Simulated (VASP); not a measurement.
# Ag (Fm-3m) in VASP: a series of runs

The runs below take Ag through single point, with LDA.

Everything below comes from runs of VASP 6.6.1. Logs are shortened: lines on timing, memory, paths and dates and some standing lists are left out, and cuts for length are marked.

## 1. The cell of the first run

Symmetry: Fm-3m, No. 225, cubic system. Conventional cell: a = 4.058 Å, b = 4.058 Å, c = 4.058 Å, α = 90.00°, β = 90.00°, γ = 90.00°. Ag (site symmetry m-3m) has 12 Ag at 2.87 Å within 3.8 Å.

## 2. Single point, LDA, collinear spin, ferromagnetic start (volume scaled by 0.98)

File INCAR:

```
PREC = Accurate
ENCUT = 520
EDIFF = 1E-6
ISMEAR = -1
SIGMA = 0.025
LREAL = False
LASPH = True
NELM = 150
ALGO = Fast
ISIF = 2
LWAVE = False
LCHARG = True
ISPIN = 2
MAGMOM = -0.36
LORBIT = 11
LMAXMIX = 4
LELF = True
LVHAR = True
NBANDS = 16
```

File KPOINTS:

```
Automatic mesh
0
Gamma
  11 11 11
```

File POSCAR:

```
Ag
1.0
    0.0000000000      2.0290398554      2.0290398554
    2.0290398554      0.0000000000      2.0290398554
    2.0290398554      2.0290398554      0.0000000000
Ag
1
Direct
    0.0000000000      0.0000000000      0.0000000000
```

Potentials or basis: VASP PAW LDA potentials, release 64 (Ag).

Started as:

```
$ cat potpaw_LDA.64/Ag/POTCAR > POTCAR
$ mpirun -np 1 vasp_std > vasp.out
```

OUTCAR:

```text
PREC = Accurate
   ENCUT = 520
   EDIFF = 1E-6
   ISMEAR = -1
   LREAL = False
   LASPH = True
   NELM = 150
   ISIF = 2
   ISPIN = 2
   LORBIT = 11

 ion  position               nearest neighbor table
   1  0.000  0.000  0.000-

  LATTYP: Found a face centered cubic cell.
 ALAT       =     4.0580797108

  Lattice vectors:

 A1 = (   0.0000000000,   2.0290398554,   2.0290398554)
 A2 = (   2.0290398554,   0.0000000000,   2.0290398554)
 A3 = (   2.0290398554,   2.0290398554,   0.0000000000)

Analysis of symmetry for initial positions (statically):
=====================================================================
 Subroutine PRICEL returns:
 Original cell was already a primitive cell.

 Routine SETGRP: Setting up the symmetry group for a
 face centered cubic supercell.

 Subroutine GETGRP returns: Found 48 space group operations
 (whereof 48 operations were pure point group operations)
 out of a pool of 48 trial point group operations.

The static configuration has the point symmetry O_h .

Analysis of symmetry for dynamics (positions and initial velocities):
=====================================================================
 Subroutine PRICEL returns:
 Original cell was already a primitive cell.

 Routine SETGRP: Setting up the symmetry group for a
 face centered cubic supercell.

 Subroutine GETGRP returns: Found 48 space group operations
 (whereof 48 operations were pure point group operations)
 out of a pool of 48 trial point group operations.

The dynamic configuration has the point symmetry O_h .

Analysis of structural, dynamic, and magnetic symmetry:
=====================================================================
 Subroutine PRICEL returns:
 Original cell was already a primitive cell.

 Routine SETGRP: Setting up the symmetry group for a
 face centered cubic supercell.

 Subroutine GETGRP returns: Found 48 space group operations
 (whereof 48 operations were pure point group operations)
 out of a pool of 48 trial point group operations.

The overall configuration has the point symmetry O_h .

 Subroutine INISYM returns: Found 48 space group operations
 (whereof 48 operations are pure point group operations),
 and found     1 'primitive' translations

----------------------------------------------------------------------------------------

                                     Primitive cell

  volume of cell :      16.7071

  direct lattice vectors                    reciprocal lattice vectors
     0.000000000  2.029039855  2.029039855    -0.246421971  0.246421971  0.246421971
     2.029039855  0.000000000  2.029039855     0.246421971 -0.246421971  0.246421971
     2.029039855  2.029039855  0.000000000     0.246421971  0.246421971 -0.246421971

  length of vectors
     2.869495682  2.869495682  2.869495682     0.426815374  0.426815374  0.426815374

  position of ions in fractional coordinates (direct lattice)
     0.000000000  0.000000000  0.000000000

  ion indices of the primitive-cell ions
   primitive index   ion index
                 1           1

----------------------------------------------------------------------------------------

 KPOINTS: Automatic mesh

Automatic generation of k-mesh.
 Grid dimensions read from file:
 generate k-points for:   11   11   11

 Generating k-lattice:

  Cartesian coordinates                     Fractional coordinates (reciprocal lattice)
    -0.022401997  0.022401997  0.022401997     0.090909091  0.000000000  0.000000000
     0.022401997 -0.022401997  0.022401997     0.000000000  0.090909091  0.000000000
     0.022401997  0.022401997 -0.022401997     0.000000000  0.000000000  0.090909091

  Length of vectors
     0.038801398  0.038801398  0.038801398

  Shift w.r.t. Gamma in fractional coordinates (k-lattice)
     0.000000000  0.000000000  0.000000000

 Subroutine IBZKPT returns following result:
 ===========================================

 Found     56 irreducible k-points:

 Following reciprocal coordinates:
            Coordinates               Weight
  0.000000  0.000000  0.000000      1.000000
  0.090909  0.000000  0.000000      8.000000
  0.181818  0.000000  0.000000      8.000000
  0.272727  0.000000  0.000000      8.000000
  0.363636  0.000000  0.000000      8.000000
  0.454545  0.000000  0.000000      8.000000
[... 16 lines left out ...]
 -0.272727  0.181818  0.000000     24.000000
 -0.181818  0.181818  0.000000     12.000000
 [... further k-points ...]
   k-points           NKPTS =     56   k-points in BZ     NKDIM =     56   number of bands    NBANDS=     16
   number of dos      NEDOS =    301   number of ions     NIONS =      1
   total plane-waves  NPLWV =  13824
   dimension x,y,z NGX =    24 NGY =   24 NGZ =   24
   dimension x,y,z NGXF=    48 NGYF=   48 NGZF=   48
   ions per type =               1
   NGX,Y,Z   is equivalent  to a cutoff of  13.90, 13.90, 13.90 a.u.
   NGXF,Y,Z  is equivalent  to a cutoff of  27.81, 27.81, 27.81 a.u.
 SYSTEM =  unknown system
   PREC   = accura    normal or accurate (medium, high low for compatibility)
   ISTART =      0    job   : 0-new  1-cont  2-samecut
   ICHARG =      2    charge: 1-file 2-atom 10-const
   ISPIN  =      2    spin polarized calculation?
   LNONCOLLINEAR =      F non collinear calculations
   LSORBIT =      F    spin-orbit coupling
   LASPH  =      T    aspherical Exc in radial PAW
   ENCUT  =  520.0 eV  38.22 Ry    6.18 a.u.   5.34  5.34  5.34*2*pi/ulx,y,z
   NELM   =    150;   NELMIN=  2; NELMDL= -5     # of ELM steps
   EDIFF  = 0.1E-05   stopping-criterion for ELM
   LREAL  =      F    real-space projection
   EDIFFG = 0.1E-04   stopping-criterion for IOM
   NSW    =      0    number of steps for IOM
   IBRION =     -1    ionic relax: 0-MD 1-quasi-New 2-CG
   NFREE  =      0    steps in history (QN), initial steepest desc. (CG)
   ISIF   =      2    stress and relaxation
   ISYM   =      2    0-nonsym 1-usesym 2-fastsym
   POTIM  = 0.5000    time-step for ionic-motion
   TEBEG  =    0.0;   TEEND  =   0.0 temperature during run
   PSTRESS=    0.0 pullay stress
   NELECT =      11.0000    total number of electrons
   NUPDOWN=      -1.0000    fix difference up-down
   EMIN   =  10.00;   EMAX   =-10.00  energy-range for DOS
   EFERMI =   0.00;   METHOD = LEGACY
   ISMEAR =    -1;   SIGMA  =   0.03  broadening in eV -4-tet -1-fermi 0-gaus
   EFERMI_NEDOS =   21; number of points for ismear=-14 and -15
   IALGO  =     68    algorithm
   IMIX   =      4    mixing-type and parameters
     AMIX     =   0.40;   BMIX     =  1.00
     AMIX_MAG =   1.60;   BMIX_MAG =  1.00
  volume/ion in A,a.u.               =      16.71       112.75
  Fermi-wavevector in a.u.,A,eV,Ry     =   1.424203  2.691353 27.597424  2.028353
  Thomas-Fermi vector in A             =   2.544719
   LORBIT       =     11    0 simple, 1 ext, 2 COOP (PROOUT), +10 PAW based schemes
   GGA     = CA    functional components
   LHFCALC =     F    Hartree Fock is set to
   AEXX    =    0.0000 exact exchange contribution
   IVDW    =     0    specifies the selected vdW correction
   LEPSILON=     F    determine dielectric tensor
   LRPA    =     F    only Hartree local field effects (RPA)
 spin polarized calculation
 RMM-DIIS sequential band-by-band and
  energy-cutoff  :      520.00
  volume of cell :       16.71
 maximum number of plane-waves:       462
 NGX is ok and might be reduce to    24
   NGX = 11   NGY = 11   NGZ = 11

 number of electron      11.0000000 magnetization      -0.0002093

 number of electron      11.0000000 magnetization       0.0000444

 Free energy of the ion-electron system (eV)
  ---------------------------------------------------
  ext. energy  EPLUGINS =         0.00000000
  ---------------------------------------------------
  free energy    TOTEN  =        -3.77482483 eV

  energy without entropy =       -3.77409726  energy(sigma->0) =       -3.77446104

 E-fermi :   8.6465     XC(G=0): -12.7050

 val. band max:        8.5984071329   @ k =  -0.4545   0.0909   0.0000
 cond. band min:       8.6903569746   @ k =   0.4545   0.3636   0.0000
 fundamental gap:      0.0919498418
 Fermi energy:         8.6464758116

 spin component 1

 k-point     1 :       0.0000    0.0000    0.0000
  band No.  band energies     occupation
      1       0.4566      1.00000
      2       3.5788      1.00000
      3       3.5788      1.00000
      4       3.5788      1.00000
      5       4.6713      1.00000
      6       4.6713      1.00000
[... 8 lines left out ...]
     15      38.2742      0.00000
     16      38.2742      0.00000

 k-point     2 :       0.0909    0.0000    0.0000
  band No.  band energies     occupation
      1       0.7163      1.00000
      2       3.5204      1.00000
      3       3.6503      1.00000
      4       3.6503      1.00000
      5       4.6457      1.00000
      6       4.6457      1.00000
[... 8 lines left out ...]
     15      37.7966      0.00000
     16      37.7966      0.00000

 k-point     3 :       0.1818    0.0000    0.0000
  band No.  band energies     occupation
      1       1.3951      1.00000
      2       3.4766      1.00000
      3       3.7791      1.00000
      4       3.7791      1.00000
      5       4.6542      1.00000
      6       4.6542      1.00000
[... 8 lines left out ...]
     15      37.7074      0.00000
     16      39.2228      0.00000

 k-point     4 :       0.2727    0.0000    0.0000
  band No.  band energies     occupation
      1       1.9627      1.00000
      2       3.7720      1.00000
      3       3.7720      1.00000
      4       4.0372      1.00000
      5       4.8752      1.00000
      6       4.8752      1.00000
[... 8 lines left out ...]
     15      38.5675      0.00000
     16      41.2951      0.00000
[... 324 lines left out ...]
 k-point    22 :      -0.3636    0.1818    0.0000
  band No.  band energies     occupation
      1       2.4931      1.00000
      2       3.3191      1.00000
      3       4.0114      1.00000
      4       4.2231      1.00000
      5       5.1475      1.00000
      6       8.8600      0.00020
[... 8 lines left out ...]
     15      40.4898      0.00000
     16      42.1902      0.00000

 k-point    23 :      -0.2727    0.1818    0.0000
  band No.  band energies     occupation
      1       2.6715      1.00000
      2       3.3907      1.00000
      3       3.8228      1.00000
      4       4.0910      1.00000
      5       4.6838      1.00000
      6       7.0833      1.00000
[... 8 lines left out ...]
     15      39.6803      0.00000
     16      42.8120      0.00000

 k-point    24 :      -0.1818    0.1818    0.0000
  band No.  band energies     occupation
      1       2.5489      1.00000
      2       3.1561      1.00000
      3       3.7981      1.00000
      4       4.2216      1.00000
      5       4.2604      1.00000
      6       5.8285      1.00000
[... 8 lines left out ...]
     15      39.1590      0.00000
     16      41.7647      0.00000

 [... further k-points ...]

 spin component 2

 k-point     1 :       0.0000    0.0000    0.0000
  band No.  band energies     occupation
      1       0.4566      1.00000
      2       3.5787      1.00000
      3       3.5787      1.00000
      4       3.5787      1.00000
      5       4.6712      1.00000
      6       4.6712      1.00000
[... 8 lines left out ...]
     15      38.2743      0.00000
     16      38.2743      0.00000

 k-point     2 :       0.0909    0.0000    0.0000
  band No.  band energies     occupation
      1       0.7163      1.00000
      2       3.5203      1.00000
      3       3.6502      1.00000
      4       3.6502      1.00000
      5       4.6456      1.00000
      6       4.6456      1.00000
[... 8 lines left out ...]
     15      37.7967      0.00000
     16      37.7967      0.00000

 k-point     3 :       0.1818    0.0000    0.0000
  band No.  band energies     occupation
      1       1.3951      1.00000
      2       3.4765      1.00000
      3       3.7790      1.00000
      4       3.7790      1.00000
      5       4.6541      1.00000
      6       4.6541      1.00000
[... 8 lines left out ...]
     15      37.7074      0.00000
     16      39.2222      0.00000

 k-point     4 :       0.2727    0.0000    0.0000
  band No.  band energies     occupation
      1       1.9627      1.00000
      2       3.7720      1.00000
      3       3.7720      1.00000
      4       4.0372      1.00000
      5       4.8751      1.00000
      6       4.8751      1.00000
[... 8 lines left out ...]
     15      38.5675      0.00000
     16      41.2957      0.00000
[... 324 lines left out ...]
 k-point    22 :      -0.3636    0.1818    0.0000
  band No.  band energies     occupation
      1       2.4930      1.00000
      2       3.3190      1.00000
      3       4.0114      1.00000
      4       4.2230      1.00000
      5       5.1474      1.00000
      6       8.8600      0.00020
[... 8 lines left out ...]
     15      40.4900      0.00000
     16      42.1901      0.00000

 k-point    23 :      -0.2727    0.1818    0.0000
  band No.  band energies     occupation
      1       2.6714      1.00000
      2       3.3906      1.00000
      3       3.8227      1.00000
      4       4.0909      1.00000
      5       4.6837      1.00000
      6       7.0832      1.00000
[... 8 lines left out ...]
     15      39.6802      0.00000
     16      42.8114      0.00000

 k-point    24 :      -0.1818    0.1818    0.0000
  band No.  band energies     occupation
      1       2.5488      1.00000
      2       3.1560      1.00000
      3       3.7980      1.00000
      4       4.2215      1.00000
      5       4.2603      1.00000
      6       5.8284      1.00000
[... 8 lines left out ...]
     15      39.1589      0.00000
     16      41.7645      0.00000

 [... further k-points ...]
[... 5 lines left out ...]
  --------------------------------------------------------------------------------------
  -------------------------------------------------------------------------------------
  Total       -0.5716898     -0.5716898     -0.5716898      0.0000000     -0.0000000      0.0000000
  in kB      -54.8238197    -54.8238197    -54.8238197      0.0000000     -0.0000000      0.0000000
  external PRESSURE =     -54.8238197 kB  Pullay stress =       0.0000000 kB

 VOLUME and BASIS-vectors are now :
 -----------------------------------------------------------------------------
  energy-cutoff  :      520.00
  volume of cell :       16.71
      direct lattice vectors                 reciprocal lattice vectors
     0.000000000  2.029039855  2.029039855    -0.246421971  0.246421971  0.246421971
     2.029039855  0.000000000  2.029039855     0.246421971 -0.246421971  0.246421971
     2.029039855  2.029039855  0.000000000     0.246421971  0.246421971 -0.246421971

 POSITION                                       TOTAL-FORCE (eV/Angst)
 -----------------------------------------------------------------------------------
      0.00000      0.00000      0.00000         0.000000      0.000000      0.000000
 -----------------------------------------------------------------------------------
    total drift:                               -0.000000     -0.000000     -0.000000

  FREE ENERGIE OF THE ION-ELECTRON SYSTEM (eV)
  ---------------------------------------------------
  free  energy   TOTEN  =        -3.7748248302 eV

  energy  without entropy=       -3.7740972582  energy(sigma->0) =       -3.77446104

 total charge

# of ion       s       p       d       tot
------------------------------------------
    1        0.428   0.321   9.142   9.892

 magnetization (x)

# of ion       s       p       d       tot
------------------------------------------
    1       -0.000   0.000  -0.000  -0.000
```

Wall time 12 s (1 thread of Intel Xeon 6975P-C (Granite Rapids), shared host); peak memory 0.14 GiB.

Results:

* Free energy: -3.7748 eV
* Pressure: -5.5 GPa
* Net moment: 0.00 μB per cell
* Valence electrons inside the program's atomic spheres: Ag 9.89

Levels at points of the mesh, in eV from the Fermi level:
Spin up:
```
           k point  band 4  band 5  band 6  band 7  band 8  band 9
(0.00, 0.00, 0.00)   -5.07   -3.98   -3.98   15.85   19.48   19.48
```
Spin down:
| k point | band 2 | band 3 | band 4 | band 5 | band 6 | band 7 | band 8 | band 9 | band 10 | band 11 |
| --- | --- | --- | --- | --- | --- | --- | --- | --- | --- | --- |
| (0.00, 0.00, 0.00) | -5.07 | -5.07 | -5.07 | -3.98 | -3.98 | 15.85 | 19.48 | 19.48 | 19.48 | 24.55 |

Caveat: the cell differs from its parent crystal (volume scaled by 0.98).

## 3. Single point, LDA, collinear spin, ferromagnetic start

This run uses another cell than the first one, of 17.05 Å³/atom, 1.020 times its volume.

File INCAR:

```
SYSTEM = Ag
PREC = Accurate
ENCUT = 520
EDIFF = 1E-7
ISMEAR = -1
SIGMA = 0.025
LREAL = .False.
LASPH = .True.
NELM = 150
ALGO = Normal
ISIF = 2
LWAVE = .False.
LCHARG = .True.
ISPIN = 2
MAGMOM = -0.36
LORBIT = 11
LMAXMIX = 4
LELF = .True.
LVHAR = .True.
NBANDS = 16
```

File KPOINTS:

```
Automatic mesh
0
Gamma
  11 11 11
  0 0 0
```

File POSCAR:

```
Ag
1.0
    0.0000000000      2.0427500000      2.0427500000
    2.0427500000      0.0000000000      2.0427500000
    2.0427500000      2.0427500000      0.0000000000
Ag
1
Direct
    0.0000000000      0.0000000000      0.0000000000
```

Potentials or basis: VASP PAW LDA potentials, release 64 (Ag).

Started as:

```
$ cat potpaw_LDA.64/Ag/POTCAR > POTCAR
$ mpirun -np 1 vasp_std > vasp.out
```

Run time: 11 s. Hardware: 1 thread of Intel Xeon 6975P-C (Granite Rapids), shared host; peak memory 0.15 GiB.

The run converged. Its results:

- Free energy: -3.7611 eV
- Pressure: -7.5 GPa
- Net moment: 0.00 μB per cell
- Valence electrons inside the program's atomic spheres: Ag 9.87

Levels at points of the mesh, in eV from the Fermi level:
Spin up:
```tsv
k point	band 2	band 3	band 4	band 5	band 6	band 7	band 8	band 9	band 10	band 11
(0.00, 0.00, 0.00)	-5.01	-5.01	-5.01	-3.95	-3.95	15.80	19.30	19.30	19.30	24.32
```
Spin down:
```csv
k point,band 4,band 5,band 6,band 7,band 8,band 9
"(0.00, 0.00, 0.00)",-5.01,-3.95,-3.95,15.80,19.30,19.30
```
